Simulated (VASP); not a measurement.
# MgO (Fm-3m) in VASP: a series of runs

The runs below take MgO through single point, with PBE+D3(BJ).

Program: VASP 6.6.1. These are calculated values, not measurements. Logs are shortened: lines on timing, memory, paths and dates and some standing lists are left out, and cuts for length are marked.

### 1 The cell of the first run

Symmetry: Fm-3m, No. 225, cubic system. The conventional cell has a = 4.290 Å, b = 4.290 Å, c = 4.290 Å, α = 90.00°, β = 90.00°, γ = 90.00°. Within 2.8 Å of Mg (site symmetry m-3m) lie 6 O at 2.15 Å. O (site symmetry m-3m) has 6 Mg at 2.15 Å within 2.8 Å.

### 2 Single point, PBE+D3(BJ) (9.87 Å³/atom)

Input file INCAR:

```
PREC = Accurate ; ENCUT = 840
EDIFF = 1E-6 ; ISMEAR = 0
SIGMA = 0.02 ; LREAL = False
LASPH = True ; NELM = 120
ALGO = Normal ; ISIF = 2
LWAVE = False ; LCHARG = True
GGA = PE ; IVDW = 12
LELF = True ; LVHAR = True
NBANDS = 15 ; GGA_COMPAT = False
```

Input file KPOINTS:

```
regular mesh
0
Gamma
  10 10 10
```

Input file POSCAR:

```
MgO
1.0
    0.0000000000      2.1450920990      2.1450920990
    2.1450920990      0.0000000000      2.1450920990
    2.1450920990      2.1450920990      0.0000000000
Mg O
1 1
Direct
    0.0000000000      0.0000000000      0.0000000000
    0.5000000000      0.5000000000      0.5000000000
```

Potentials or basis: VASP PAW PBE potentials, release 64 (Mg_sv, O).

Command:

```bash
$ cat potpaw_PBE.64/Mg_sv/POTCAR potpaw_PBE.64/O/POTCAR > POTCAR
$ mpirun -np 1 vasp_std > vasp.out
```

OUTCAR:

```text
PREC = Accurate
   ENCUT = 840
   EDIFF = 1E-6
   ISMEAR = 0
   LREAL = False
   LASPH = True
   NELM = 120
   ISIF = 2
   GGA = PE
   IVDW = 12
 IVDW          = 12

 ion  position               nearest neighbor table
   1  0.000  0.000  0.000-
   2  0.500  0.500  0.500-

  LATTYP: Found a face centered cubic cell.
 ALAT       =     4.2901841980

  Lattice vectors:

 A1 = (   0.0000000000,   2.1450920990,   2.1450920990)
 A2 = (   2.1450920990,   0.0000000000,   2.1450920990)
 A3 = (   2.1450920990,   2.1450920990,   0.0000000000)

Analysis of symmetry for initial positions (statically):
=====================================================================
 Subroutine PRICEL returns:
 Original cell was already a primitive cell.

 Routine SETGRP: Setting up the symmetry group for a
 face centered cubic supercell.

 Subroutine GETGRP returns: Found 48 space group operations
 (whereof 48 operations were pure point group operations)
 out of a pool of 48 trial point group operations.

The static configuration has the point symmetry O_h .

Analysis of symmetry for dynamics (positions and initial velocities):
=====================================================================
 Subroutine PRICEL returns:
 Original cell was already a primitive cell.

 Routine SETGRP: Setting up the symmetry group for a
 face centered cubic supercell.

 Subroutine GETGRP returns: Found 48 space group operations
 (whereof 48 operations were pure point group operations)
 out of a pool of 48 trial point group operations.

The dynamic configuration has the point symmetry O_h .

 Subroutine INISYM returns: Found 48 space group operations
 (whereof 48 operations are pure point group operations),
 and found     1 'primitive' translations

----------------------------------------------------------------------------------------

                                     Primitive cell

  volume of cell :      19.7409

  direct lattice vectors                    reciprocal lattice vectors
     0.000000000  2.145092099  2.145092099    -0.233090225  0.233090225  0.233090225
     2.145092099  0.000000000  2.145092099     0.233090225 -0.233090225  0.233090225
     2.145092099  2.145092099  0.000000000     0.233090225  0.233090225 -0.233090225

  length of vectors
     3.033618339  3.033618339  3.033618339     0.403724112  0.403724112  0.403724112

  position of ions in fractional coordinates (direct lattice)
     0.000000000  0.000000000  0.000000000
     0.500000000  0.500000000  0.500000000

  ion indices of the primitive-cell ions
   primitive index   ion index
                 1           1
                 2           2

----------------------------------------------------------------------------------------

 KPOINTS: regular mesh

Automatic generation of k-mesh.
 Grid dimensions read from file:
 generate k-points for:   10   10   10

 Generating k-lattice:

  Cartesian coordinates                     Fractional coordinates (reciprocal lattice)
    -0.023309022  0.023309022  0.023309022     0.100000000  0.000000000  0.000000000
     0.023309022 -0.023309022  0.023309022     0.000000000  0.100000000  0.000000000
     0.023309022  0.023309022 -0.023309022     0.000000000  0.000000000  0.100000000

  Length of vectors
     0.040372411  0.040372411  0.040372411

  Shift w.r.t. Gamma in fractional coordinates (k-lattice)
     0.000000000  0.000000000  0.000000000

 Subroutine IBZKPT returns following result:
 ===========================================

 Found     47 irreducible k-points:

 Following reciprocal coordinates:
            Coordinates               Weight
  0.000000  0.000000  0.000000      1.000000
  0.100000  0.000000  0.000000      8.000000
  0.200000  0.000000  0.000000      8.000000
  0.300000  0.000000  0.000000      8.000000
  0.400000  0.000000  0.000000      8.000000
  0.500000  0.000000  0.000000      4.000000
[... 16 lines left out ...]
  0.300000  0.300000  0.000000      6.000000
  0.400000  0.300000  0.000000     24.000000
 [... further k-points ...]
   k-points           NKPTS =     47   k-points in BZ     NKDIM =     47   number of bands    NBANDS=     15
   number of dos      NEDOS =    301   number of ions     NIONS =      2
   total plane-waves  NPLWV =  27000
   dimension x,y,z NGX =    30 NGY =   30 NGZ =   30
   dimension x,y,z NGXF=    60 NGYF=   60 NGZF=   60
   ions per type =               1   1
   NGX,Y,Z   is equivalent  to a cutoff of  16.44, 16.44, 16.44 a.u.
   NGXF,Y,Z  is equivalent  to a cutoff of  32.88, 32.88, 32.88 a.u.
 SYSTEM =  unknown system
   PREC   = accura    normal or accurate (medium, high low for compatibility)
   ISTART =      0    job   : 0-new  1-cont  2-samecut
   ICHARG =      2    charge: 1-file 2-atom 10-const
   ISPIN  =      1    spin polarized calculation?
   LNONCOLLINEAR =      F non collinear calculations
   LSORBIT =      F    spin-orbit coupling
   LASPH  =      T    aspherical Exc in radial PAW
   ENCUT  =  840.0 eV  61.74 Ry    7.86 a.u.   7.17  7.17  7.17*2*pi/ulx,y,z
   NELM   =    120;   NELMIN=  2; NELMDL= -5     # of ELM steps
   EDIFF  = 0.1E-05   stopping-criterion for ELM
   LREAL  =      F    real-space projection
[... 7 lines left out ...]
   TEBEG  =    0.0;   TEEND  =   0.0 temperature during run
   PSTRESS=    0.0 pullay stress
   NELECT =      16.0000    total number of electrons
   NUPDOWN=      -1.0000    fix difference up-down
   EMIN   =  10.00;   EMAX   =-10.00  energy-range for DOS
   EFERMI =   0.00;   METHOD = LEGACY
   ISMEAR =     0;   SIGMA  =   0.02  broadening in eV -4-tet -1-fermi 0-gaus
   EFERMI_NEDOS =   21; number of points for ismear=-14 and -15
   IALGO  =     38    algorithm
   IMIX   =      4    mixing-type and parameters
     AMIX     =   0.40;   BMIX     =  1.00
     AMIX_MAG =   1.60;   BMIX_MAG =  1.00
  volume/ion in A,a.u.               =       9.87        66.61
  Fermi-wavevector in a.u.,A,eV,Ry     =   1.526367  2.884415 31.698790  2.329795
  Thomas-Fermi vector in A             =   2.634410
   LORBIT       =      0    0 simple, 1 ext, 2 COOP (PROOUT), +10 PAW based schemes
   GGA     = PE    functional components
   LHFCALC =     F    Hartree Fock is set to
   AEXX    =    0.0000 exact exchange contribution
   IVDW    =    12    specifies the selected vdW correction
   LEPSILON=     F    determine dielectric tensor
   LRPA    =     F    only Hartree local field effects (RPA)
 non-spin polarized calculation
 Gauss-broadening in eV      SIGMA  =   0.02
  energy-cutoff  :      840.00
  volume of cell :       19.74
 maximum number of plane-waves:      1106
 NGX is ok and might be reduce to    30
   NGX = 15   NGY = 15   NGZ = 15

 number of electron      15.9999995 magnetization

 Free energy of the ion-electron system (eV)
  ---------------------------------------------------
  ext. energy  EPLUGINS =         0.00000000
  ---------------------------------------------------
  free energy    TOTEN  =       -11.88070088 eV

  energy without entropy =      -11.88070088  energy(sigma->0) =      -11.88070088

 E-fermi :   2.6780     XC(G=0): -11.1168

 val. band max:        2.5310024296   @ k =   0.0000   0.0000   0.0000
 cond. band min:       6.7541137074   @ k =   0.0000   0.0000   0.0000
 fundamental gap:      4.2231112778
 Fermi energy:         2.6779965662

 k-point     1 :       0.0000    0.0000    0.0000
  band No.  band energies     occupation
      1     -69.9328      2.00000
      2     -36.6638      2.00000
      3     -36.6638      2.00000
      4     -36.6638      2.00000
      5     -14.4467      2.00000
      6       2.5310      2.00000
      7       2.5310      2.00000
      8       2.5310      2.00000
      9       6.7541      0.00000
     10      18.0224      0.00000
     11      18.0224      0.00000
     12      18.0224      0.00000
     13      21.7922      0.00000
     14      23.5115      0.00000
     15      23.5115      0.00000

 k-point     2 :       0.1000    0.0000    0.0000
  band No.  band energies     occupation
      1     -69.9324      2.00000
      2     -36.6705      2.00000
      3     -36.6646      2.00000
      4     -36.6646      2.00000
      5     -14.3485      2.00000
      6       1.8905      2.00000
      7       2.4695      2.00000
      8       2.4695      2.00000
      9       7.3880      0.00000
     10      16.7878      0.00000
     11      18.2419      0.00000
     12      18.2419      0.00000
     13      22.7126      0.00000
     14      22.7126      0.00000
     15      23.3466      0.00000

 k-point     3 :       0.2000    0.0000    0.0000
  band No.  band energies     occupation
      1     -69.9309      2.00000
      2     -36.6879      2.00000
      3     -36.6665      2.00000
      4     -36.6665      2.00000
      5     -14.0800      2.00000
      6       0.6259      2.00000
      7       2.3136      2.00000
      8       2.3136      2.00000
      9       8.5871      0.00000
     10      15.2613      0.00000
     11      18.6585      0.00000
     12      18.6585      0.00000
     13      22.0121      0.00000
     14      22.0121      0.00000
     15      23.9667      0.00000

 k-point     4 :       0.3000    0.0000    0.0000
  band No.  band energies     occupation
      1     -69.9287      2.00000
      2     -36.7092      2.00000
      3     -36.6687      2.00000
      4     -36.6687      2.00000
      5     -13.7207      2.00000
      6      -0.6163      2.00000
      7       2.1298      2.00000
      8       2.1298      2.00000
      9       9.5706      0.00000
     10      14.4757      0.00000
     11      18.6841      0.00000
     12      18.6841      0.00000
     13      22.4632      0.00000
     14      22.4632      0.00000
     15      23.3559      0.00000
[... 307 lines left out ...]
 k-point    22 :      -0.2000    0.2000    0.0000
  band No.  band energies     occupation
      1     -69.9281      2.00000
      2     -36.7054      2.00000
      3     -36.6814      2.00000
      4     -36.6681      2.00000
      5     -13.6174      2.00000
      6      -0.4315      2.00000
      7       1.2869      2.00000
      8       2.1293      2.00000
      9      10.4636      0.00000
     10      14.1391      0.00000
     11      17.0531      0.00000
     12      19.6945      0.00000
     13      20.6010      0.00000
     14      23.2590      0.00000
     15      26.4464      0.00000

 k-point    23 :       0.3000    0.3000    0.0000
  band No.  band energies     occupation
      1     -69.9273      2.00000
      2     -36.7040      2.00000
      3     -36.6791      2.00000
      4     -36.6791      2.00000
      5     -13.5473      2.00000
      6      -0.4680      2.00000
      7       1.6540      2.00000
      8       1.6540      2.00000
      9      10.8306      0.00000
     10      12.8497      0.00000
     11      16.3896      0.00000
     12      19.8198      0.00000
     13      19.8198      0.00000
     14      26.0664      0.00000
     15      28.8225      0.00000

 k-point    24 :       0.4000    0.3000    0.0000
  band No.  band energies     occupation
      1     -69.9259      2.00000
      2     -36.7126      2.00000
      3     -36.6836      2.00000
      4     -36.6816      2.00000
      5     -13.3287      2.00000
      6      -0.8538      2.00000
      7       1.3120      2.00000
      8       1.5163      2.00000
      9      11.5788      0.00000
     10      12.5444      0.00000
     11      15.5784      0.00000
     12      20.0132      0.00000
     13      20.2095      0.00000
     14      26.7510      0.00000
     15      28.4404      0.00000

 [... further k-points ...]

------------------------ aborting loop because EDIFF is reached ----------------------------------------

 Edisp (eV)   -0.55392

 E8    (eV) :    -0.2168

  FORCE on cell =-STRESS in cart. coord.  units (eV):
  Direction    XX          YY          ZZ          XY          YZ          ZX
  --------------------------------------------------------------------------------------
  -------------------------------------------------------------------------------------
  Total      -1.01284    -1.01284    -1.01284     0.00000     0.00000     0.00000
  in kB     -82.20220   -82.20220   -82.20220     0.00000     0.00000     0.00000
  external pressure =      -82.20 kB  Pullay stress =        0.00 kB

 VOLUME and BASIS-vectors are now :
 -----------------------------------------------------------------------------
  energy-cutoff  :      840.00
  volume of cell :       19.74
      direct lattice vectors                 reciprocal lattice vectors
     0.000000000  2.145092099  2.145092099    -0.233090225  0.233090225  0.233090225
     2.145092099  0.000000000  2.145092099     0.233090225 -0.233090225  0.233090225
     2.145092099  2.145092099  0.000000000     0.233090225  0.233090225 -0.233090225

 POSITION                                       TOTAL-FORCE (eV/Angst)
 -----------------------------------------------------------------------------------
      0.00000      0.00000      0.00000         0.000000      0.000000     -0.000000
      2.14509      2.14509      2.14509         0.000000      0.000000      0.000000
 -----------------------------------------------------------------------------------
    total drift:                                0.000000      0.000000      0.000000

  FREE ENERGIE OF THE ION-ELECTRON SYSTEM (eV)
  ---------------------------------------------------
  free  energy   TOTEN  =       -12.4346172874 eV

  energy  without entropy=      -12.4346172874  energy(sigma->0) =      -12.43461729
```

Run time: 23 s. Hardware: 1 thread of AMD EPYC 7R43 (Zen 3), shared host; peak memory 0.14 GiB.

Results:

```yaml
Free_energy: -12.4346 eV
Pressure: -8.2 GPa
Band_gap_on_the_k_mesh: 4.22 eV
Dispersion_energy_per_atom: -0.277 eV
```

Caveat: the cell stands under tension. Expect the measured gap to be larger: semilocal functionals such as PBE lack the derivative discontinuity.

[end of part 1 of 2]
